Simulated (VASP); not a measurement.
Input of a VASP 6.6.1 run:

Contents of INCAR:

```
  PREC = Accurate
  ENCUT = 600
  EDIFF = 1E-6
  ISMEAR = -1
  SIGMA = 0.1
  LREAL = False
  LASPH = True
  NELM = 80
  ALGO = Normal
  ISIF = 3
  LWAVE = False
  LCHARG = False
  GGA = PE
  IBRION = 2
  NSW = 32
  EDIFFG = -0.005
  PSTRESS = 960.0
```

File KPOINTS:

```
Automatic mesh
0
Gamma
  25 25 25
```

Contents of POSCAR:

```
C
1.0
   -1.0783059510      1.0783059510      1.0783059510
    1.0783059510     -1.0783059510      1.0783059510
    1.0783059510      1.0783059510     -1.0783059510
C
1
Direct
    0.0000000000      0.0000000000      0.0000000000
```

Potentials or basis: VASP PAW PBE potentials, release 64 (C).

The run is started by

```bash
$ cat potpaw_PBE.64/C/POTCAR > POTCAR
$ mpirun -np 1 vasp_std > vasp.out
```

Problem. Predict the band gap on the k mesh.

Solution. Zero (bands 2 and 3 overlap by 17.16 eV).

Final structure:
```
C
1.0
    -1.07831    1.07831    1.07831
     1.07831   -1.07831    1.07831
     1.07831    1.07831   -1.07831
C
1
Direct
  0.00000 0.00000 0.00000
```

Caveat: the relaxation stopped at its first step, so nothing moved; the cell is relaxed towards a set pressure, so the run minimises the enthalpy, not the energy.
